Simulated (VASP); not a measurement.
# CoO (I4/mmm) in VASP: density of states with PBE

Aim: the density of states of CoO with PBE.

Program: VASP 6.6.1. These are calculated values, not measurements. Logs are shortened: lines on timing, memory, paths and dates and some standing lists are left out, and cuts for length are marked.

### Step 1. The cell of the first run

Symmetry: I4/mmm, No. 139, tetragonal system. Conventional cell: a = 3.016 Å, b = 3.016 Å, c = 4.214 Å, α = 90.00°, β = 90.00°, γ = 90.00°. Within 2.8 Å of Co (site symmetry 4/mmm) lie 6 O at 2.11 to 2.13 Å. O (site symmetry 4/mmm) has 6 Co at 2.11 to 2.13 Å within 2.8 Å.

### Step 2. Density of states, PBE, collinear spin, ferromagnetic start

Contents of POSCAR:

```
CoO
1.0
   -1.5080000000      1.5080000000      2.1072475377
    1.5080000000     -1.5080000000      2.1072475377
    1.5080000000      1.5080000000     -2.1072475377
Co O
1 1
Direct
    0.0000000000      0.0000000000      0.0000000000
    0.5000000000      0.5000000000      0.0000000000
```

Contents of INCAR.step1:

```
SYSTEM = CoO
PREC = Accurate
ENCUT = 520
EDIFF = 1E-6
ISMEAR = 0
SIGMA = 0.05
LREAL = .FALSE.
LASPH = .TRUE.
NELM = 150
ALGO = Normal
ISIF = 2
LWAVE = .FALSE.
LCHARG = .TRUE.
ISPIN = 2
MAGMOM = 2.5 0.33
LMAXMIX = 4
GGA = PE
NBANDS = 18
```

Contents of KPOINTS.step1:

```
regular mesh
0
G
  14 14 14
  0 0 0
```

Contents of INCAR.step2:

```
SYSTEM = CoO
PREC = Accurate
ENCUT = 520
EDIFF = 1E-6
ISMEAR = -5
SIGMA = 0.05
LREAL = .FALSE.
LASPH = .TRUE.
NELM = 150
ALGO = Normal
ISIF = 2
LWAVE = .FALSE.
LCHARG = .FALSE.
ISPIN = 2
MAGMOM = 2.5 0.33
LORBIT = 10
LMAXMIX = 4
GGA = PE
NEDOS = 2001
ICHARG = 11
```

Contents of KPOINTS.step2:

```
regular mesh
0
G
  21 21 21
  0 0 0
```

Potentials or basis: VASP PAW PBE potentials, release 64 (Co, O).

Started as:

```
$ cat potpaw_PBE.64/Co/POTCAR potpaw_PBE.64/O/POTCAR > POTCAR
$ cp INCAR.step1 INCAR
$ cp KPOINTS.step1 KPOINTS
$ mpirun -np 1 vasp_std > vasp.out
$ cp INCAR.step2 INCAR
$ cp KPOINTS.step2 KPOINTS
$ mpirun -np 1 vasp_std > vasp.out
```

OUTCAR:

```text
SYSTEM = CoO
   PREC = Accurate
   ENCUT = 520
   EDIFF = 1E-6
   ISMEAR = -5
   LREAL = .FALSE.
   LASPH = .TRUE.
   NELM = 150
   ISIF = 2
   ISPIN = 2
   LORBIT = 10
   GGA = PE
   ICHARG = 11

 ion  position               nearest neighbor table
   1  0.000  0.000  0.000-   2 2.11   2 2.11   2 2.13   2 2.13   2 2.13   2 2.13
   2  0.500  0.500  0.000-   1 2.11   1 2.11   1 2.13   1 2.13   1 2.13   1 2.13

  LATTYP: Found a body centered tetragonal cell.
 ALAT       =     3.0160000000
 C/A-ratio  =     1.3973790038

  Lattice vectors:

 A1 = (  -1.5080000000,   1.5080000000,   2.1072475377)
 A2 = (   1.5080000000,  -1.5080000000,   2.1072475377)
 A3 = (   1.5080000000,   1.5080000000,  -2.1072475377)

Analysis of symmetry for initial positions (statically):
=====================================================================
 Subroutine PRICEL returns:
 Original cell was already a primitive cell.

 Routine SETGRP: Setting up the symmetry group for a
 body centered tetragonal supercell.

 Subroutine GETGRP returns: Found 16 space group operations
 (whereof 16 operations were pure point group operations)
 out of a pool of 16 trial point group operations.

The static configuration has the point symmetry D_4h.

Analysis of symmetry for dynamics (positions and initial velocities):
=====================================================================
 Subroutine PRICEL returns:
 Original cell was already a primitive cell.

 Routine SETGRP: Setting up the symmetry group for a
 body centered tetragonal supercell.

 Subroutine GETGRP returns: Found 16 space group operations
 (whereof 16 operations were pure point group operations)
 out of a pool of 16 trial point group operations.

The dynamic configuration has the point symmetry D_4h.

Analysis of structural, dynamic, and magnetic symmetry:
=====================================================================
 Subroutine PRICEL returns:
 Original cell was already a primitive cell.

 Routine SETGRP: Setting up the symmetry group for a
 body centered tetragonal supercell.

 Subroutine GETGRP returns: Found 16 space group operations
 (whereof 16 operations were pure point group operations)
 out of a pool of 16 trial point group operations.

The overall configuration has the point symmetry D_4h.

 Subroutine INISYM returns: Found 16 space group operations
 (whereof 16 operations are pure point group operations),
 and found     1 'primitive' translations

----------------------------------------------------------------------------------------

                                     Primitive cell

  volume of cell :      19.1681

  direct lattice vectors                    reciprocal lattice vectors
    -1.508000000  1.508000000  2.107247538     0.000000000  0.331564987  0.237276348
     1.508000000 -1.508000000  2.107247538     0.331564987  0.000000000  0.237276348
     1.508000000  1.508000000 -2.107247538     0.331564987  0.331564987  0.000000000

  length of vectors
     2.998102764  2.998102764  2.998102764     0.407719764  0.407719764  0.468903701

  position of ions in fractional coordinates (direct lattice)
     0.000000000  0.000000000  0.000000000
     0.500000000  0.500000000  0.000000000

  ion indices of the primitive-cell ions
   primitive index   ion index
                 1           1
                 2           2

----------------------------------------------------------------------------------------

 KPOINTS: regular mesh

Automatic generation of k-mesh.
 Grid dimensions read from file:
 generate k-points for:   21   21   21

 Generating k-lattice:

  Cartesian coordinates                     Fractional coordinates (reciprocal lattice)
     0.000000000  0.015788809  0.011298874     0.047619048 -0.000000000  0.000000000
     0.015788809  0.000000000  0.011298874    -0.000000000  0.047619048  0.000000000
     0.015788809  0.015788809  0.000000000     0.000000000  0.000000000  0.047619048

  Length of vectors
     0.019415227  0.019415227  0.022328748

  Shift w.r.t. Gamma in fractional coordinates (k-lattice)
     0.000000000  0.000000000  0.000000000

 TETIRR: Found  11769 inequivalent tetrahedra from    55566

 Subroutine IBZKPT returns following result:
 ===========================================

 Found    726 irreducible k-points:

 Following reciprocal coordinates:
            Coordinates               Weight
  0.000000  0.000000  0.000000      1.000000
  0.047619  0.000000  0.000000      8.000000
  0.095238 -0.000000  0.000000      8.000000
  0.142857  0.000000  0.000000      8.000000
  0.190476 -0.000000  0.000000      8.000000
  0.238095 -0.000000  0.000000      8.000000
[... 16 lines left out ...]
 -0.428571  0.047619 -0.000000     16.000000
 -0.380952  0.047619 -0.000000     16.000000
 [... further k-points ...]
   k-points           NKPTS =    726   k-points in BZ     NKDIM =    726   number of bands    NBANDS=     12
   number of dos      NEDOS =   2001   number of ions     NIONS =      2
   total plane-waves  NPLWV =  13824
   dimension x,y,z NGX =    24 NGY =   24 NGZ =   24
   dimension x,y,z NGXF=    48 NGYF=   48 NGZF=   48
   ions per type =               1   1
   NGX,Y,Z   is equivalent  to a cutoff of  13.31, 13.31, 13.31 a.u.
   NGXF,Y,Z  is equivalent  to a cutoff of  26.62, 26.62, 26.62 a.u.
 SYSTEM =  CoO
   PREC   = accura    normal or accurate (medium, high low for compatibility)
   ISTART =      0    job   : 0-new  1-cont  2-samecut
   ICHARG =     11    charge: 1-file 2-atom 10-const
   ISPIN  =      2    spin polarized calculation?
   LNONCOLLINEAR =      F non collinear calculations
   LSORBIT =      F    spin-orbit coupling
   LASPH  =      T    aspherical Exc in radial PAW
   ENCUT  =  520.0 eV  38.22 Ry    6.18 a.u.   5.57  5.57  5.57*2*pi/ulx,y,z
   NELM   =    150;   NELMIN=  2; NELMDL=  0     # of ELM steps
   EDIFF  = 0.1E-05   stopping-criterion for ELM
   LREAL  =      F    real-space projection
   EDIFFG = 0.1E-04   stopping-criterion for IOM
   NSW    =      0    number of steps for IOM
   IBRION =     -1    ionic relax: 0-MD 1-quasi-New 2-CG
   NFREE  =      0    steps in history (QN), initial steepest desc. (CG)
   ISIF   =      2    stress and relaxation
   ISYM   =      2    0-nonsym 1-usesym 2-fastsym
   POTIM  = 0.5000    time-step for ionic-motion
   TEBEG  =    0.0;   TEEND  =   0.0 temperature during run
   PSTRESS=    0.0 pullay stress
   NELECT =      15.0000    total number of electrons
   NUPDOWN=      -1.0000    fix difference up-down
   EMIN   =  10.00;   EMAX   =-10.00  energy-range for DOS
   EFERMI =   0.00;   METHOD = LEGACY
   ISMEAR =    -5;   SIGMA  =   0.05  broadening in eV -4-tet -1-fermi 0-gaus
   EFERMI_NEDOS =   21; number of points for ismear=-14 and -15
   IALGO  =     38    algorithm
   IMIX   =      4    mixing-type and parameters
     AMIX     =   0.40;   BMIX     =  1.00
     AMIX_MAG =   1.60;   BMIX_MAG =  1.00
  volume/ion in A,a.u.               =       9.58        64.68
  Fermi-wavevector in a.u.,A,eV,Ry     =   1.508618  2.850874 30.965868  2.275927
  Thomas-Fermi vector in A             =   2.619048
   LORBIT       =     10    0 simple, 1 ext, 2 COOP (PROOUT), +10 PAW based schemes
   GGA     = PE    functional components
   LHFCALC =     F    Hartree Fock is set to
   AEXX    =    0.0000 exact exchange contribution
   IVDW    =     0    specifies the selected vdW correction
   LEPSILON=     F    determine dielectric tensor
   LRPA    =     F    only Hartree local field effects (RPA)
 spin polarized calculation
 Fermi weights with tetrahedron method with Bloechl corrections
  energy-cutoff  :      520.00
  volume of cell :       19.17
 maximum number of plane-waves:       533

 number of electron      15.0000006 magnetization       2.9172212

 Free energy of the ion-electron system (eV)
  ---------------------------------------------------
  ext. energy  EPLUGINS =         0.00000000
  ---------------------------------------------------
  free energy    TOTEN  =       -13.04628084 eV

  energy without entropy =      -13.04628084  energy(sigma->0) =      -13.04628084

 E-fermi :   8.0175     XC(G=0): -12.4547

 val. band max:        8.0355824323   @ k =   0.3333   0.1905   0.0000
 cond. band min:       8.0112488657   @ k =   0.2381   0.2381   0.0000
 fundamental gap:     -0.0243335666
 Fermi energy:         8.0174591320

 spin component 1

 k-point     1 :       0.0000    0.0000    0.0000
  band No.  band energies     occupation
      1     -12.2417      1.00000
      2       4.7357      1.00000
      3       4.7478      1.00000
      4       4.8466      1.00000
      5       4.8863      1.00000
      6       4.8863      1.00000
      7       4.8865      1.00000
      8       4.8865      1.00000
      9       5.0200      1.00000
     10       9.0672      0.00000
     11      24.9102      0.00000
     12      26.2182      0.00000
[... 333 lines left out ...]
      1     -11.2242      1.00000
      2       0.4752      1.00000
      3       2.1716      1.00000
      4       2.2774      1.00000
      5       5.4480      1.00000
      6       5.5711      1.00000
      7       6.0212      1.00000
      8       7.6488      1.00000
      9       7.8533      1.04351
     10      12.9462      0.00000
     11      17.9594      0.00000
     12      21.8785      0.00000

 [... further k-points ...]

 spin component 2

 k-point     1 :       0.0000    0.0000    0.0000
  band No.  band energies     occupation
      1     -11.7323      1.00000
      2       5.4029      1.00000
      3       5.4628      1.00000
      4       5.4628      1.00000
      5       6.8923      1.00000
      6       6.8924      1.00000
      7       6.9302      1.00000
      8       8.0441      0.00000
      9       8.0929      0.00000
     10       9.6120      0.00000
     11      24.8168      0.00000
     12      26.7078      0.00000
[... 333 lines left out ...]
      1     -10.6823      1.00000
      2       1.0599      1.00000
      3       3.5394      1.00000
      4       3.6237      1.00000
      5       7.6279      1.00000
      6       7.7872      1.00000
      7       7.9471      1.02233
      8      10.1972      0.00000
      9      10.4328      0.00000
     10      13.4015      0.00000
     11      18.6234      0.00000
     12      22.4709      0.00000

 [... further k-points ...]
[... 5 lines left out ...]
  --------------------------------------------------------------------------------------
  -------------------------------------------------------------------------------------
  Total       -0.1125967     -0.1125967     -0.0914184      0.0000000     -0.0000000      0.0000000
  in kB       -9.4114826     -9.4114826     -7.6412807      0.0000000     -0.0000000      0.0000000
  external PRESSURE =      -8.8214153 kB  Pullay stress =       0.0000000 kB

 VOLUME and BASIS-vectors are now :
 -----------------------------------------------------------------------------
  energy-cutoff  :      520.00
  volume of cell :       19.17
      direct lattice vectors                 reciprocal lattice vectors
    -1.508000000  1.508000000  2.107247538     0.000000000  0.331564987  0.237276348
     1.508000000 -1.508000000  2.107247538     0.331564987  0.000000000  0.237276348
     1.508000000  1.508000000 -2.107247538     0.331564987  0.331564987  0.000000000

 POSITION                                       TOTAL-FORCE (eV/Angst)
 -----------------------------------------------------------------------------------
      0.00000      0.00000      0.00000        -0.000000     -0.000000      0.000000
      0.00000      0.00000      2.10725         0.000000      0.000000     -0.000000
 -----------------------------------------------------------------------------------
    total drift:                               -0.000000     -0.000000      0.000000

  FREE ENERGIE OF THE ION-ELECTRON SYSTEM (eV)
  ---------------------------------------------------
  free  energy   TOTEN  =       -13.0462808428 eV

  energy  without entropy=      -13.0462808428  energy(sigma->0) =      -13.04628084

 total charge

# of ion       s       p       d       tot
------------------------------------------
    1        0.296   0.362   7.146   7.803
    2        1.556   3.430   0.000   4.986
--------------------------------------------------
tot          1.852   3.792   7.146  12.790

 magnetization (x)

# of ion       s       p       d       tot
------------------------------------------
    1        0.021   0.018   2.534   2.573
    2        0.029   0.278   0.000   0.307
--------------------------------------------------
tot          0.050   0.296   2.534   2.880
```

Wall time 2 min (1 thread of Intel Xeon 6975P-C (Granite Rapids), shared host); peak memory 0.4 GiB.

Results:

| Quantity | Value |
| --- | --- |
| Net moment | 2.92 μB per cell |
| Site moments | Co +2.57; O +0.31 μB |
| Valence electrons inside the program's atomic spheres | Co 7.80; O 4.99 |

Caveat: a cell with one magnetic atom can't hold antiferromagnetic order, which such compounds often take; semilocal functionals often make such compounds metallic where correlation or magnetic order opens a gap, which also shifts bond lengths; tetrahedron occupations give inexact forces and stress in metals.
